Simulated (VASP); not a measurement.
# Mg2C3 (C2/m) in VASP: further runs

Runs on Mg2C3. Level: r2SCAN. Tasks: single point.

Program: VASP 6.6.1. These are calculated values, not measurements. Logs are shortened: lines on timing, memory, paths and dates and some standing lists are left out, and cuts for length are marked.

### 1 The cell of the first run

It takes space group C2/m (No. 12, monoclinic). Conventional cell: a = 4.800 Å, b = 4.705 Å, c = 5.015 Å, α = 90.00°, β = 104.33°, γ = 90.00°. Within 3.5 Å of Mg (site symmetry m) lie 11 C at 2.24 to 3.45 Å and 9 Mg at 3.03 to 3.36 Å. Within 1.8 Å of C (site symmetry m) lie 1 C at 1.32 Å. C (site symmetry 2/m) has 2 C at 1.32 Å within 1.8 Å.

### 2 Single point, r2SCAN

POSCAR reads:

```
Mg2C3
1.0
    2.4002316155     -2.3525329450     -0.0053560073
    2.4002316155      2.3525329450     -0.0053560073
   -1.2300307562      0.0000000000      4.8615329887
Mg C
2 3
Direct
    0.8086518762      0.8086518762      0.1987820939
    0.1913481238      0.1913481238      0.8012179061
    0.3036422454      0.3036422454      0.2623313550
    0.6963577546      0.6963577546      0.7376686450
    0.5000000000      0.5000000000      0.5000000000
```

INCAR.step1 reads:

```
ALGO     = Normal         # electronic algorithm
EDIFF    = 1E-4           # SCF threshold, eV
ENCUT    = 520            # plane-wave cutoff, eV
GGA      = PE             # functional
ISMEAR   = 0              # smearing method
LASPH    = T              # aspherical terms in the spheres
LCHARG   = F              # write CHGCAR
LREAL    = F              # projectors in reciprocal space
LWAVE    = T              # write WAVECAR
NBANDS   = 16             # bands
NELM     = 80             # most SCF steps
PREC     = Accurate       # precision mode
SIGMA    = 0.05           # smearing width, eV
```

INCAR.step2 reads:

```
ALGO     = Normal         # electronic algorithm
EDIFF    = 1E-6           # SCF threshold, eV
ENCUT    = 520            # plane-wave cutoff, eV
ISIF     = 2              # what is computed and relaxed
ISMEAR   = 0              # smearing method
ISTART   = 1            
LASPH    = T              # aspherical terms in the spheres
LCHARG   = T              # write CHGCAR
LELF     = T              # ELF
LMIXTAU  = T            
LREAL    = F              # projectors in reciprocal space
LVHAR    = T            
LWAVE    = F              # write WAVECAR
METAGGA  = R2SCAN         # meta-GGA
NBANDS   = 16             # bands
NELM     = 80             # most SCF steps
PREC     = Accurate       # precision mode
SIGMA    = 0.05           # smearing width, eV
```

KPOINTS reads:

```
k-points
0
Gamma
  8 8 6
```

Potentials or basis: VASP PAW PBE potentials, release 64 (Mg, C).

Started as:

```
> cat potpaw_PBE.64/Mg/POTCAR potpaw_PBE.64/C/POTCAR > POTCAR
> cp INCAR.step1 INCAR
> mpirun -np 1 vasp_std > vasp.out
> cp INCAR.step2 INCAR
> mpirun -np 1 vasp_std > vasp.out
```

OUTCAR:

```text
EDIFF = 1E-6
   ENCUT = 520
   ISIF = 2
   ISMEAR = 0
   ISTART = 1
   LASPH = T
   LREAL = F
   METAGGA = R2SCAN
   NELM = 80
   PREC = Accurate

 ion  position               nearest neighbor table
   1  0.809  0.809  0.199-   4 2.24   3 2.32   5 2.36   3 2.37   3 2.37   3 2.52   5 2.82   5 2.82
                             2 3.03   2 3.04   2 3.04   2 3.12   2 3.14
   2  0.191  0.191  0.801-   3 2.24   4 2.32   5 2.36   4 2.37   4 2.37   4 2.52   5 2.82   5 2.82
                             1 3.03   1 3.04   1 3.04   1 3.12   1 3.14
   3  0.304  0.304  0.262-   5 1.32   2 2.24   1 2.32   1 2.37   1 2.37   1 2.52
   4  0.696  0.696  0.738-   5 1.32   1 2.24   2 2.32   2 2.37   2 2.37   2 2.52
   5  0.500  0.500  0.500-   3 1.32   4 1.32   1 2.36   2 2.36   2 2.82   2 2.82   1 2.82   1 2.82

  LATTYP: Found a base centered monoclinic cell.
 ALAT       =     4.8004751827
 B/A-ratio  =     0.9801250316
 C/A-ratio  =     1.0446312061
 COS(beta)  =    -0.2474464031

  Lattice vectors:

 A1 = (   2.4002316155,  -2.3525329450,  -0.0053560073)
 A2 = (   2.4002316155,   2.3525329450,  -0.0053560073)
 A3 = (  -1.2300307562,   0.0000000000,   4.8615329887)

Analysis of symmetry for initial positions (statically):
=====================================================================
 Subroutine PRICEL returns:
 Original cell was already a primitive cell.

 Routine SETGRP: Setting up the symmetry group for a
 base centered monoclinic supercell.

 Subroutine GETGRP returns: Found  4 space group operations
 (whereof  4 operations were pure point group operations)
 out of a pool of  4 trial point group operations.

The static configuration has the point symmetry C_2h.

Analysis of symmetry for dynamics (positions and initial velocities):
=====================================================================
 Subroutine PRICEL returns:
 Original cell was already a primitive cell.

 Routine SETGRP: Setting up the symmetry group for a
 base centered monoclinic supercell.

 Subroutine GETGRP returns: Found  4 space group operations
 (whereof  4 operations were pure point group operations)
 out of a pool of  4 trial point group operations.

The dynamic configuration has the point symmetry C_2h.

 Subroutine INISYM returns: Found  4 space group operations
 (whereof  4 operations are pure point group operations),
 and found     1 'primitive' translations

----------------------------------------------------------------------------------------

                                     Primitive cell

  volume of cell :      54.8715

  direct lattice vectors                    reciprocal lattice vectors
     2.400231616 -2.352532945 -0.005356007     0.208430907 -0.212536875  0.052735717
     2.400231616  2.352532945 -0.005356007     0.208430907  0.212536875  0.052735717
    -1.230030756  0.000000000  4.861532989     0.000459261  0.000000000  0.205812633

  length of vectors
     3.360885561  3.360885561  5.014726180     0.302318412  0.302318412  0.205813146

  position of ions in fractional coordinates (direct lattice)
     0.808651876  0.808651876  0.198782094
     0.191348124  0.191348124  0.801217906
     0.303642245  0.303642245  0.262331355
     0.696357755  0.696357755  0.737668645
     0.500000000  0.500000000  0.500000000

  ion indices of the primitive-cell ions
   primitive index   ion index
                 1           1
                 2           2
                 3           3
                 4           4
                 5           5

----------------------------------------------------------------------------------------

 KPOINTS: k-points

Automatic generation of k-mesh.
 Grid dimensions read from file:
 generate k-points for:    8    8    6

 Generating k-lattice:

  Cartesian coordinates                     Fractional coordinates (reciprocal lattice)
     0.026053863 -0.026567109  0.006591965     0.125000000  0.000000000  0.000000000
     0.026053863  0.026567109  0.006591965     0.000000000  0.125000000  0.000000000
     0.000076544  0.000000000  0.034302106    -0.000000000 -0.000000000  0.166666667

  Length of vectors
     0.037789801  0.037789801  0.034302191

  Shift w.r.t. Gamma in fractional coordinates (k-lattice)
     0.000000000  0.000000000  0.000000000

 Subroutine IBZKPT returns following result:
 ===========================================

 Found    114 irreducible k-points:

 Following reciprocal coordinates:
            Coordinates               Weight
  0.000000  0.000000  0.000000      1.000000
  0.125000  0.000000  0.000000      4.000000
  0.250000  0.000000  0.000000      4.000000
  0.375000  0.000000 -0.000000      4.000000
  0.500000  0.000000  0.000000      2.000000
  0.125000  0.125000  0.000000      2.000000
[... 16 lines left out ...]
  0.125000  0.000000  0.166667      4.000000
  0.250000 -0.000000  0.166667      4.000000
 [... further k-points ...]
   k-points           NKPTS =    114   k-points in BZ     NKDIM =    114   number of bands    NBANDS=     16
   number of dos      NEDOS =    301   number of ions     NIONS =      5
   total plane-waves  NPLWV =  31360
   dimension x,y,z NGX =    28 NGY =   28 NGZ =   40
   dimension x,y,z NGXF=    56 NGYF=   56 NGZF=   80
   ions per type =               2   3
   NGX,Y,Z   is equivalent  to a cutoff of  13.85, 13.85, 13.26 a.u.
   NGXF,Y,Z  is equivalent  to a cutoff of  27.70, 27.70, 26.52 a.u.
 SYSTEM =  unknown system
   PREC   = accura    normal or accurate (medium, high low for compatibility)
   ISTART =      1    job   : 0-new  1-cont  2-samecut
   ICHARG =      0    charge: 1-file 2-atom 10-const
   ISPIN  =      1    spin polarized calculation?
   LNONCOLLINEAR =      F non collinear calculations
   LSORBIT =      F    spin-orbit coupling
   LASPH  =      T    aspherical Exc in radial PAW
   ENCUT  =  520.0 eV  38.22 Ry    6.18 a.u.   6.25  6.25  9.32*2*pi/ulx,y,z
   NELM   =     80;   NELMIN=  2; NELMDL=  0     # of ELM steps
   EDIFF  = 0.1E-05   stopping-criterion for ELM
   LREAL  =      F    real-space projection
   EDIFFG = 0.1E-04   stopping-criterion for IOM
   NSW    =      0    number of steps for IOM
   IBRION =     -1    ionic relax: 0-MD 1-quasi-New 2-CG
   NFREE  =      0    steps in history (QN), initial steepest desc. (CG)
   ISIF   =      2    stress and relaxation
   ISYM   =      2    0-nonsym 1-usesym 2-fastsym
   POTIM  = 0.5000    time-step for ionic-motion
   TEBEG  =    0.0;   TEEND  =   0.0 temperature during run
   PSTRESS=    0.0 pullay stress
   NELECT =      16.0000    total number of electrons
   NUPDOWN=      -1.0000    fix difference up-down
   EMIN   =  10.00;   EMAX   =-10.00  energy-range for DOS
   EFERMI =   0.00;   METHOD = LEGACY
   ISMEAR =     0;   SIGMA  =   0.05  broadening in eV -4-tet -1-fermi 0-gaus
   EFERMI_NEDOS =   21; number of points for ismear=-14 and -15
   IALGO  =     38    algorithm
   IMIX   =      4    mixing-type and parameters
     AMIX     =   0.40;   BMIX     =  1.00
     AMIX_MAG =   1.60;   BMIX_MAG =  1.00
  volume/ion in A,a.u.               =      10.97        74.06
  Fermi-wavevector in a.u.,A,eV,Ry     =   1.085590  2.051468 16.034546  1.178506
  Thomas-Fermi vector in A             =   2.221707
   LORBIT       =      0    0 simple, 1 ext, 2 COOP (PROOUT), +10 PAW based schemes
   METAGGA = R2SCAN    functional components
   LHFCALC =     F    Hartree Fock is set to
   AEXX    =    0.0000 exact exchange contribution
   IVDW    =     0    specifies the selected vdW correction
   LEPSILON=     F    determine dielectric tensor
   LRPA    =     F    only Hartree local field effects (RPA)
 non-spin polarized calculation
 Gauss-broadening in eV      SIGMA  =   0.05
  energy-cutoff  :      520.00
  volume of cell :       54.87
 maximum number of plane-waves:      1490
 NGX is ok and might be reduce to    28
   NGX = 13   NGY = 13   NGZ = 19

 number of electron      15.9999998 magnetization

 Free energy of the ion-electron system (eV)
  ---------------------------------------------------
  ext. energy  EPLUGINS =         0.00000000
  ---------------------------------------------------
  free energy    TOTEN  =       -37.60886616 eV

  energy without entropy =      -37.60886616  energy(sigma->0) =      -37.60886616

 E-fermi :   4.8460     XC(G=0): -10.9020

 val. band max:        4.5908036658   @ k =   0.0000   0.0000   0.5000
 cond. band min:       6.5100545275   @ k =   0.5000   0.5000   0.0000
 fundamental gap:      1.9192508617
 Fermi energy:         4.8459989975

 k-point     1 :       0.0000    0.0000    0.0000
  band No.  band energies     occupation
      1     -12.4896      2.00000
      2      -8.3367      2.00000
      3      -3.2880      2.00000
      4       0.2097      2.00000
      5       0.9658      2.00000
      6       1.2945      2.00000
[... 8 lines left out ...]
     15      14.4231      0.00000
     16      15.7195      0.00000

 k-point     2 :       0.1250    0.0000    0.0000
  band No.  band energies     occupation
      1     -12.4078      2.00000
      2      -8.3241      2.00000
      3      -3.1542      2.00000
      4      -0.1324      2.00000
      5       0.6920      2.00000
      6       1.1863      2.00000
[... 8 lines left out ...]
     15      14.1084      0.00000
     16      15.7390      0.00000

 k-point     3 :       0.2500    0.0000    0.0000
  band No.  band energies     occupation
      1     -12.1955      2.00000
      2      -8.3059      2.00000
      3      -2.8205      2.00000
      4      -1.0157      2.00000
      5       0.4398      2.00000
      6       1.0699      2.00000
[... 8 lines left out ...]
     15      14.0122      0.00000
     16      15.7413      0.00000
[... 362 lines left out ...]
 k-point    23 :       0.1250    0.0000    0.1667
  band No.  band energies     occupation
      1     -12.3608      2.00000
      2      -8.5053      2.00000
      3      -2.6824      2.00000
      4      -0.3752      2.00000
      5       0.5290      2.00000
      6       0.8851      2.00000
[... 8 lines left out ...]
     15      14.1166      0.00000
     16      16.1852      0.00000

 k-point    24 :       0.2500   -0.0000    0.1667
  band No.  band energies     occupation
      1     -12.1483      2.00000
      2      -8.4721      2.00000
      3      -2.1527      2.00000
      4      -1.3931      2.00000
      5      -0.0275      2.00000
      6       0.8753      2.00000
[... 8 lines left out ...]
     15      14.7409      0.00000
     16      15.5837      0.00000

 [... further k-points ...]

------------------------ aborting loop because EDIFF is reached ----------------------------------------

  FORCE on cell =-STRESS in cart. coord.  units (eV):
  Direction    XX          YY          ZZ          XY          YZ          ZX
  --------------------------------------------------------------------------------------
  -------------------------------------------------------------------------------------
  Total       -0.6292232     -0.6938496     -0.3706765      0.0000000      0.0000000      0.1488415
  in kB      -18.3725097    -20.2595176    -10.8232770      0.0000000      0.0000000      4.3459821
  external PRESSURE =     -16.4851014 kB  Pullay stress =       0.0000000 kB

 VOLUME and BASIS-vectors are now :
 -----------------------------------------------------------------------------
  energy-cutoff  :      520.00
  volume of cell :       54.87
      direct lattice vectors                 reciprocal lattice vectors
     2.400231616 -2.352532945 -0.005356007     0.208430907 -0.212536875  0.052735717
     2.400231616  2.352532945 -0.005356007     0.208430907  0.212536875  0.052735717
    -1.230030756  0.000000000  4.861532989     0.000459261  0.000000000  0.205812633

 POSITION                                       TOTAL-FORCE (eV/Angst)
 -----------------------------------------------------------------------------------
      3.63740      0.00000      0.95772        -0.007199      0.000000     -0.021170
     -0.06696      0.00000      3.89310         0.007199      0.000000      0.021170
      1.13495      0.00000      1.27208        -0.054405      0.000000     -0.119783
      2.43548      0.00000      3.57874         0.054405      0.000000      0.119783
      1.78522      0.00000      2.42541        -0.000000      0.000000      0.000000
 -----------------------------------------------------------------------------------
    total drift:                               -0.000000      0.000000      0.000000

  FREE ENERGIE OF THE ION-ELECTRON SYSTEM (eV)
  ---------------------------------------------------
  free  energy   TOTEN  =       -37.6088661592 eV

  energy  without entropy=      -37.6088661592  energy(sigma->0) =      -37.60886616
```

Wall time 5.5 min (1 thread of Intel Xeon Platinum 8259CL at 2.50GHz (Skylake/Cascade Lake), shared host); peak memory 0.24 GiB.

What came out:

* Free energy: -37.6089 eV
* Pressure: -1.6 GPa
* Largest force: 0.132 eV/Å
* Band gap on the k mesh: 1.92 eV (least direct gap 2.67 eV)

Forces in eV/Å, atoms in the order of the input:
```
Mg  -0.007  0.000 -0.021
Mg   0.007  0.000  0.021
C   -0.054  0.000 -0.120
C    0.054  0.000  0.120
C    0.000  0.000  0.000
```

Caveat: the PAW data sets were made with another functional, which shifts forces and pressure a little.

(Continued in part 2 of 2.)
